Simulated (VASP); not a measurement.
Wanted: the native input for a VASP 6.6.1 run.

```yaml
Task: single point
Functional: r2SCAN
Potentials_or_basis: VASP PAW PBE potentials, release 64 (Au)
Cutoff: 520 eV
k_mesh: 18 × 18 × 18
Occupations: gaussian, width 0.1 eV
Spin: no spin polarisation
Dipole_correction: no
Further_INCAR_settings: ALGO = Normal; EDIFF = 1e-07; NBANDS = 12
```

Au:

```
Au
1.0
    -1.56937    1.56937    1.56937
     1.56937   -1.56937    1.56937
     1.56937    1.56937   -1.56937
Au
1
Direct
  0.00000 0.00000 0.00000
```

This cell differs from its parent crystal: volume scaled by 0.88.

One way to write it, as run:

POSCAR

```
Au
1.0
   -1.5693701433      1.5693701433      1.5693701433
    1.5693701433     -1.5693701433      1.5693701433
    1.5693701433      1.5693701433     -1.5693701433
Au
1
Direct
    0.0000000000      0.0000000000      0.0000000000
```

INCAR.step1

```
ALGO = Normal ; EDIFF = 1E-4
ENCUT = 520 ; GGA = PE
ISMEAR = 0 ; LASPH = T
LCHARG = F ; LREAL = F
LWAVE = T ; NBANDS = 12
NELM = 60 ; PREC = Accurate
SIGMA = 0.1
```

INCAR.step2

```
ALGO = Normal ; EDIFF = 1E-7
ENCUT = 520 ; ISIF = 2
ISMEAR = 0 ; ISTART = 1
LASPH = T ; LCHARG = T
LELF = T ; LMIXTAU = T
LREAL = F ; LVHAR = T
LWAVE = F ; METAGGA = R2SCAN
NBANDS = 12 ; NELM = 60
PREC = Accurate ; SIGMA = 0.1
```

KPOINTS

```
k-points
0
Gamma
  18 18 18
```

Potentials or basis: VASP PAW PBE potentials, release 64 (Au).

Run with:

```sh
$ cat potpaw_PBE.64/Au/POTCAR > POTCAR
$ cp INCAR.step1 INCAR
$ mpirun -np 1 vasp_std > vasp.out
$ cp INCAR.step2 INCAR
$ mpirun -np 1 vasp_std > vasp.out
```

It gave:

```yaml
Pressure: 29.2 GPa
```

Caveat: the PAW data sets were made with another functional, which shifts forces and pressure a little.

Wall time 49 s on 1 thread of Intel(R) Xeon(R) 6975P-C (Granite Rapids), on a shared host, peak memory 0.15 GiB.
